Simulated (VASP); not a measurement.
GaSb3: single point with PBEsol

GaSb3:

```
Sb Ga
1.0
     0.00000    3.73060    3.73060
     3.73060    0.00000    3.73060
     3.73060    3.73060    0.00000
Sb Ga
3 1
Direct
  0.50000 0.50000 0.50000
  0.75000 0.75000 0.75000
  0.25000 0.25000 0.25000
  0.00000 0.00000 0.00000
```

| Item | Value |
| --- | --- |
| Program | VASP 6.6.1 |
| Task | single point |
| Functional | PBEsol |
| Potentials or basis | VASP PAW PBE potentials, release 64 (Sb, Ga_d) |
| Cutoff | 520 eV |
| k mesh | 6 × 6 × 6 |
| Occupations | fermi-dirac, width 0.05 eV |
| Spin | no spin polarisation |
| Dipole correction | no |
| k mesh for the DOS | 9 × 9 × 9 |
| Occupations for the DOS | tetrahedron |
| Further INCAR settings | ALGO = Normal; EDIFF = 1e-06; NBANDS = 22 |

| Quantity | Value |
| --- | --- |
| Valence electrons inside the program's atomic spheres | Sb 2.34, 2.33 (each value once); Ga 11.46 |

Levels at points of the mesh, in eV from the Fermi level:
| k point | band 10 | band 11 | band 12 | band 13 | band 14 | band 15 | band 16 | band 17 | band 18 | band 19 |
| --- | --- | --- | --- | --- | --- | --- | --- | --- | --- | --- |
| (0.00, 0.00, 0.00) | -2.51 | -2.51 | -2.51 | -2.35 | -2.35 | -2.35 | -0.66 | -0.66 | -0.66 | 3.49 |

Run time: 2.5 min on 1 thread of Intel Xeon 8259CL, on a shared host, peak memory 0.26 GiB.

Caveat: spin-orbit coupling is left out, which moves the levels of the heavy elements.
